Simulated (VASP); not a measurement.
A run of VASP 6.6.1 is set up as follows.

POSCAR

```
C
1.0
    2.5031203205      0.0000000000      0.0000000000
   -1.2515601603      2.1677657863      0.0000000000
    0.0000000000      0.0000000000      4.1687478667
C
4
Direct
    0.3333333333      0.6666666667      0.0627370232
    0.6666666667      0.3333333333      0.5627370232
    0.3333333333      0.6666666667      0.4372629768
    0.6666666667      0.3333333333      0.9372629768
```

INCAR.step1

```
PREC     = Accurate       # precision mode
ENCUT    = 910            # plane-wave cutoff, eV
ISMEAR   = 0              # smearing method
SIGMA    = 0.02           # smearing width, eV
LREAL    = False          # projectors in reciprocal space
LASPH    = True           # aspherical terms in the spheres
NELM     = 120            # most SCF steps
NBANDS   = 16             # bands
GGA      = PE             # functional
ALGO     = Normal         # electronic algorithm
EDIFF    = 1E-5           # SCF threshold, eV
LWAVE    = True           # write WAVECAR
LCHARG   = False          # write CHGCAR
GGA_COMPAT= False
```

The input INCAR.step2:

```
PREC     = Accurate       # precision mode
ENCUT    = 910            # plane-wave cutoff, eV
EDIFF    = 1E-6           # SCF threshold, eV
ISMEAR   = 0              # smearing method
SIGMA    = 0.02           # smearing width, eV
LREAL    = False          # projectors in reciprocal space
LASPH    = True           # aspherical terms in the spheres
NELM     = 120            # most SCF steps
ALGO     = Normal         # electronic algorithm
ISIF     = 2              # what is computed and relaxed
LWAVE    = False          # write WAVECAR
LCHARG   = False          # write CHGCAR
METAGGA  = R2SCAN         # meta-GGA
LMIXTAU  = True         
NBANDS   = 16             # bands
ISTART   = 1            
GGA_COMPAT= False
```

The input KPOINTS:

```
Automatic mesh
0
Gamma
  12 12 6
```

Potentials or basis: VASP PAW PBE potentials, release 64 (C_h).

Launch:

```bash
$ cat potpaw_PBE.64/C_h/POTCAR > POTCAR
$ cp INCAR.step1 INCAR
$ mpirun -np 1 vasp_std > vasp.out
$ cp INCAR.step2 INCAR
$ mpirun -np 1 vasp_std > vasp.out
```

(1) Predict the band gap on the k mesh.

(2) Estimate the largest force.

(3) What does it give for the pressure?

Answers

(1) 3.59 eV (least direct gap 5.24 eV).

(2) 0.003 eV/Å.

(3) -0.8 GPa.

Caveat: the cutoff is under 1.25 times the usual one of these potentials, so pressure, stress and relaxed cells hold a basis-set (Pulay) error; the PAW data sets were made with another functional, which shifts forces and pressure a little.
